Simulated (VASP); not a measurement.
# RbSrBr3 (Cmmm) in VASP: single point with r2SCAN

Aim: the single point of RbSrBr3 with r2SCAN.

Everything below comes from runs of VASP 6.6.1. Logs are shortened: lines on timing, memory, paths and dates and some standing lists are left out, and cuts for length are marked.

### 1 The cell of the first run

The structure is orthorhombic, space group Cmmm (No. 65). Conventional cell: a = 8.325 Å, b = 8.493 Å, c = 5.946 Å, α = 90.00°, β = 90.00°, γ = 90.00°. Rb (site symmetry mmm) has 12 Br at 4.16 to 4.25 Å and 8 Sr at 5.12 to 5.18 Å within 5.5 Å. Sr (site symmetry mmm) has 6 Br at 2.97 Å within 3.9 Å. Within 3.9 Å of Br (site symmetry mmm) lie 2 Sr at 2.97 Å. Within 3.9 Å of Br (site symmetry 2/m) lie 2 Sr at 2.97 Å.

### 2 Single point, r2SCAN (shear xy strain -2.0%)

The input, POSCAR:

```
RbSrBr3
1.0
    5.9460751198     -0.0594607512      0.0000000000
   -0.0594607512      5.9460751198      0.0000000000
    0.0000000000      0.0000000000      5.9460751198
Rb Sr Br
1 1 3
Direct
    0.0000000000      0.0000000000      0.0000000000
    0.5000000000      0.5000000000      0.5000000000
    0.5000000000      0.5000000000      0.0000000000
    0.5000000000      0.0000000000      0.5000000000
    0.0000000000      0.5000000000      0.5000000000
```

The input, INCAR.step1:

```
ALGO = Normal
EDIFF = 1E-4
ENCUT = 520
GGA = PE
ISMEAR = 0
LASPH = True
LCHARG = False
LREAL = False
LWAVE = True
NBANDS = 28
NELM = 80
PREC = Accurate
SIGMA = 0.01
```

The input, INCAR.step2:

```
ALGO = Normal
EDIFF = 1E-6
ENCUT = 520
ISIF = 2
ISMEAR = 0
ISTART = 1
LASPH = True
LCHARG = False
LMIXTAU = True
LREAL = False
LWAVE = False
METAGGA = R2SCAN
NBANDS = 28
NELM = 80
PREC = Accurate
SIGMA = 0.01
```

The input, KPOINTS:

```
k-points
0
Gamma
  4 4 4
```

Potentials or basis: VASP PAW PBE potentials, release 64 (Rb_sv, Sr_sv, Br).

Run with:

```bash
$ cat potpaw_PBE.64/Rb_sv/POTCAR potpaw_PBE.64/Sr_sv/POTCAR potpaw_PBE.64/Br/POTCAR > POTCAR
$ cp INCAR.step1 INCAR
$ mpirun -np 1 vasp_std > vasp.out
$ cp INCAR.step2 INCAR
$ mpirun -np 1 vasp_std > vasp.out
```

OUTCAR:

```text
EDIFF = 1E-6
   ENCUT = 520
   ISIF = 2
   ISMEAR = 0
   ISTART = 1
   LASPH = True
   LREAL = False
   METAGGA = R2SCAN
   NELM = 80
   PREC = Accurate

 ion  position               nearest neighbor table
   1  0.000  0.000  0.000-   3 4.16   3 4.16   5 4.20   4 4.20   5 4.20   5 4.20   5 4.20   4 4.20
                             4 4.20   4 4.20   3 4.25   3 4.25   2 5.12   2 5.12   2 5.12   2 5.12
   2  0.500  0.500  0.500-   3 2.97   3 2.97   5 2.97   4 2.97   4 2.97   5 2.97   1 5.12   1 5.12
                             1 5.12   1 5.12   1 5.18   1 5.18   1 5.18   1 5.18
   3  0.500  0.500  0.000-   2 2.97   2 2.97   1 4.16   1 4.16   1 4.25   1 4.25
   4  0.500  0.000  0.500-   2 2.97   2 2.97   1 4.20   1 4.20   1 4.20   1 4.20
   5  0.000  0.500  0.500-   2 2.97   2 2.97   1 4.20   1 4.20   1 4.20   1 4.20

  LATTYP: Found a base centered orthorhombic cell.
 ALAT       =     8.3249298765
 B/A-ratio  =     1.0202020202
 C/A-ratio  =     0.7142492739

  Lattice vectors:

 A1 = (   5.9460751198,  -0.0594607512,   0.0000000000)
 A2 = (  -0.0594607512,   5.9460751198,   0.0000000000)
 A3 = (   0.0000000000,   0.0000000000,   5.9460751198)

Analysis of symmetry for initial positions (statically):
=====================================================================
 Subroutine PRICEL returns:
 Original cell was already a primitive cell.

 Routine SETGRP: Setting up the symmetry group for a
 base centered orthorhombic supercell.

 Subroutine GETGRP returns: Found  8 space group operations
 (whereof  8 operations were pure point group operations)
 out of a pool of  8 trial point group operations.

The static configuration has the point symmetry D_2h.

Analysis of symmetry for dynamics (positions and initial velocities):
=====================================================================
 Subroutine PRICEL returns:
 Original cell was already a primitive cell.

 Routine SETGRP: Setting up the symmetry group for a
 base centered orthorhombic supercell.

 Subroutine GETGRP returns: Found  8 space group operations
 (whereof  8 operations were pure point group operations)
 out of a pool of  8 trial point group operations.

The dynamic configuration has the point symmetry D_2h.

 Subroutine INISYM returns: Found  8 space group operations
 (whereof  8 operations are pure point group operations),
 and found     1 'primitive' translations

----------------------------------------------------------------------------------------

                                     Primitive cell

  volume of cell :     210.2073

  direct lattice vectors                    reciprocal lattice vectors
     5.946075120 -0.059460751  0.000000000     0.168194984  0.001681950  0.000000000
    -0.059460751  5.946075120  0.000000000     0.001681950  0.168194984  0.000000000
     0.000000000  0.000000000  5.946075120     0.000000000  0.000000000  0.168178165

  length of vectors
     5.946372416  5.946372416  5.946075120     0.168203394  0.168203394  0.168178165

  position of ions in fractional coordinates (direct lattice)
     0.000000000  0.000000000  0.000000000
     0.500000000  0.500000000  0.500000000
     0.500000000  0.500000000  0.000000000
     0.500000000  0.000000000  0.500000000
     0.000000000  0.500000000  0.500000000

  ion indices of the primitive-cell ions
   primitive index   ion index
                 1           1
                 2           2
                 3           3
                 4           4
                 5           5

----------------------------------------------------------------------------------------

 KPOINTS: k-points

Automatic generation of k-mesh.
 Grid dimensions read from file:
 generate k-points for:    4    4    4

 Generating k-lattice:

  Cartesian coordinates                     Fractional coordinates (reciprocal lattice)
     0.042048746  0.000420487  0.000000000     0.250000000  0.000000000  0.000000000
     0.000420487  0.042048746  0.000000000     0.000000000  0.250000000  0.000000000
     0.000000000  0.000000000  0.042044541     0.000000000  0.000000000  0.250000000

  Length of vectors
     0.042050848  0.042050848  0.042044541

  Shift w.r.t. Gamma in fractional coordinates (k-lattice)
     0.000000000  0.000000000  0.000000000

 Subroutine IBZKPT returns following result:
 ===========================================

 Found     21 irreducible k-points:

 Following reciprocal coordinates:
            Coordinates               Weight
  0.000000  0.000000  0.000000      1.000000
  0.250000  0.000000  0.000000      4.000000
  0.500000  0.000000  0.000000      2.000000
  0.250000  0.250000  0.000000      2.000000
  0.500000  0.250000  0.000000      4.000000
 -0.250000  0.250000  0.000000      2.000000
[... 13 lines left out ...]
 -0.250000  0.250000  0.500000      2.000000
  0.500000  0.500000  0.500000      1.000000
   k-points           NKPTS =     21   k-points in BZ     NKDIM =     21   number of bands    NBANDS=     28
   number of dos      NEDOS =    301   number of ions     NIONS =      5
   total plane-waves  NPLWV = 110592
   dimension x,y,z NGX =    48 NGY =   48 NGZ =   48
   dimension x,y,z NGXF=    96 NGYF=   96 NGZF=   96
   ions per type =               1   1   3
   NGX,Y,Z   is equivalent  to a cutoff of  13.42, 13.42, 13.42 a.u.
   NGXF,Y,Z  is equivalent  to a cutoff of  26.84, 26.84, 26.84 a.u.
 SYSTEM =  unknown system
   PREC   = accura    normal or accurate (medium, high low for compatibility)
   ISTART =      1    job   : 0-new  1-cont  2-samecut
   ICHARG =      0    charge: 1-file 2-atom 10-const
   ISPIN  =      1    spin polarized calculation?
   LNONCOLLINEAR =      F non collinear calculations
   LSORBIT =      F    spin-orbit coupling
   LASPH  =      T    aspherical Exc in radial PAW
   ENCUT  =  520.0 eV  38.22 Ry    6.18 a.u.  11.06 11.06 11.06*2*pi/ulx,y,z
   NELM   =     80;   NELMIN=  2; NELMDL=  0     # of ELM steps
   EDIFF  = 0.1E-05   stopping-criterion for ELM
   LREAL  =      F    real-space projection
   EDIFFG = 0.1E-04   stopping-criterion for IOM
   NSW    =      0    number of steps for IOM
   IBRION =     -1    ionic relax: 0-MD 1-quasi-New 2-CG
   NFREE  =      0    steps in history (QN), initial steepest desc. (CG)
   ISIF   =      2    stress and relaxation
   ISYM   =      2    0-nonsym 1-usesym 2-fastsym
   POTIM  = 0.5000    time-step for ionic-motion
   TEBEG  =    0.0;   TEEND  =   0.0 temperature during run
   PSTRESS=    0.0 pullay stress
   NELECT =      40.0000    total number of electrons
   NUPDOWN=      -1.0000    fix difference up-down
   EMIN   =  10.00;   EMAX   =-10.00  energy-range for DOS
   EFERMI =   0.00;   METHOD = LEGACY
   ISMEAR =     0;   SIGMA  =   0.01  broadening in eV -4-tet -1-fermi 0-gaus
   EFERMI_NEDOS =   21; number of points for ismear=-14 and -15
   IALGO  =     38    algorithm
   IMIX   =      4    mixing-type and parameters
     AMIX     =   0.40;   BMIX     =  1.00
     AMIX_MAG =   1.60;   BMIX_MAG =  1.00
  volume/ion in A,a.u.               =      42.04       283.71
  Fermi-wavevector in a.u.,A,eV,Ry     =   0.941627  1.779417 12.063761  0.886661
  Thomas-Fermi vector in A             =   2.069157
   LORBIT       =      0    0 simple, 1 ext, 2 COOP (PROOUT), +10 PAW based schemes
   METAGGA = R2SCAN    functional components
   LHFCALC =     F    Hartree Fock is set to
   AEXX    =    0.0000 exact exchange contribution
   IVDW    =     0    specifies the selected vdW correction
   LEPSILON=     F    determine dielectric tensor
   LRPA    =     F    only Hartree local field effects (RPA)
 non-spin polarized calculation
 Gauss-broadening in eV      SIGMA  =   0.01
  energy-cutoff  :      520.00
  volume of cell :      210.21
 maximum number of plane-waves:      5696
 NGX is ok and might be reduce to    48
   NGX = 23   NGY = 23   NGZ = 23

 number of electron      39.9999996 magnetization

 Free energy of the ion-electron system (eV)
  ---------------------------------------------------
  ext. energy  EPLUGINS =         0.00000000
  ---------------------------------------------------
  free energy    TOTEN  =       -79.79597877 eV

  energy without entropy =      -79.79597877  energy(sigma->0) =      -79.79597877

 E-fermi :  -1.7701     XC(G=0):  -7.4215

 val. band max:       -1.8274034598   @ k =   0.5000   0.5000   0.5000
 cond. band min:       2.7633125363   @ k =   0.0000   0.0000   0.0000
 fundamental gap:      4.5907159961
 Fermi energy:        -1.7700831798

 k-point     1 :       0.0000    0.0000    0.0000
  band No.  band energies     occupation
      1     -35.9023      2.00000
      2     -28.1371      2.00000
      3     -17.3754      2.00000
      4     -17.3724      2.00000
      5     -17.3692      2.00000
      6     -15.0335      2.00000
[... 20 lines left out ...]
     27       5.8944      0.00000
     28       5.9046      0.00000

 k-point     2 :       0.2500    0.0000    0.0000
  band No.  band energies     occupation
      1     -35.9022      2.00000
      2     -28.1371      2.00000
      3     -17.4535      2.00000
      4     -17.3720      2.00000
      5     -17.3719      2.00000
      6     -14.9864      2.00000
[... 20 lines left out ...]
     27       5.9144      0.00000
     28       5.9149      0.00000

 k-point     3 :       0.5000    0.0000    0.0000
  band No.  band energies     occupation
      1     -35.9021      2.00000
      2     -28.1370      2.00000
      3     -17.5272      2.00000
      4     -17.3716      2.00000
      5     -17.3715      2.00000
      6     -14.9690      2.00000
[... 20 lines left out ...]
     27       5.9349      0.00000
     28       6.1471      0.00000

 k-point     4 :       0.2500    0.2500    0.0000
  band No.  band energies     occupation
      1     -35.9021      2.00000
      2     -28.1370      2.00000
      3     -17.4550      2.00000
      4     -17.4509      2.00000
      5     -17.3716      2.00000
      6     -14.9298      2.00000
[... 485 lines left out ...]
     27       6.3774      0.00000
     28       6.9409      0.00000

 k-point    20 :      -0.2500    0.2500    0.5000
  band No.  band energies     occupation
      1     -35.9018      2.00000
      2     -28.1369      2.00000
      3     -17.5266      2.00000
      4     -17.4528      2.00000
      5     -17.4514      2.00000
      6     -14.7769      2.00000
[... 20 lines left out ...]
     27       6.5179      0.00000
     28       6.5493      0.00000

 k-point    21 :       0.5000    0.5000    0.5000
  band No.  band energies     occupation
      1     -35.9016      2.00000
      2     -28.1368      2.00000
      3     -17.5256      2.00000
      4     -17.5255      2.00000
      5     -17.5250      2.00000
      6     -14.5889      2.00000
[... 20 lines left out ...]
     27       6.4603      0.00000
     28       7.4723      0.00000

------------------------ aborting loop because EDIFF is reached ----------------------------------------

  FORCE on cell =-STRESS in cart. coord.  units (eV):
  Direction    XX          YY          ZZ          XY          YZ          ZX
  --------------------------------------------------------------------------------------
  -------------------------------------------------------------------------------------
  Total        0.0760281      0.0760281      0.0774929      0.1156491      0.0000000      0.0000000
  in kB        0.5794782      0.5794782      0.5906427      0.8814654      0.0000000      0.0000000
  external PRESSURE =       0.5831997 kB  Pullay stress =       0.0000000 kB

 VOLUME and BASIS-vectors are now :
 -----------------------------------------------------------------------------
  energy-cutoff  :      520.00
  volume of cell :      210.21
      direct lattice vectors                 reciprocal lattice vectors
     5.946075120 -0.059460751  0.000000000     0.168194984  0.001681950  0.000000000
    -0.059460751  5.946075120  0.000000000     0.001681950  0.168194984  0.000000000
     0.000000000  0.000000000  5.946075120     0.000000000  0.000000000  0.168178165

 POSITION                                       TOTAL-FORCE (eV/Angst)
 -----------------------------------------------------------------------------------
      0.00000      0.00000      0.00000        -0.000000      0.000000      0.000000
      2.94331      2.94331      2.97304         0.000000      0.000000      0.000000
      2.94331      2.94331      0.00000        -0.000000      0.000000      0.000000
      2.97304     -0.02973      2.97304        -0.000000      0.000000      0.000000
     -0.02973      2.97304      2.97304        -0.000000      0.000000      0.000000
 -----------------------------------------------------------------------------------
    total drift:                                0.000000     -0.000000     -0.000000

  FREE ENERGIE OF THE ION-ELECTRON SYSTEM (eV)
  ---------------------------------------------------
  free  energy   TOTEN  =       -79.7959787749 eV

  energy  without entropy=      -79.7959787749  energy(sigma->0) =      -79.79597877
```

It took 5.8 min on 1 thread of Intel Xeon Platinum 8259CL at 2.50GHz (Skylake/Cascade Lake), shared host; peak memory 0.44 GiB.

What came out:

| Property | Result |
| --- | --- |
| Free energy | -79.7960 eV |
| Pressure | 0.1 GPa |
| Band gap on the k mesh | 4.59 eV (least direct gap 4.81 eV) |

Caveat: the cell differs from its parent crystal (shear xy strain -2.0%); the PAW data sets were made with another functional, which shifts forces and pressure a little. A k mesh can miss the band edges.
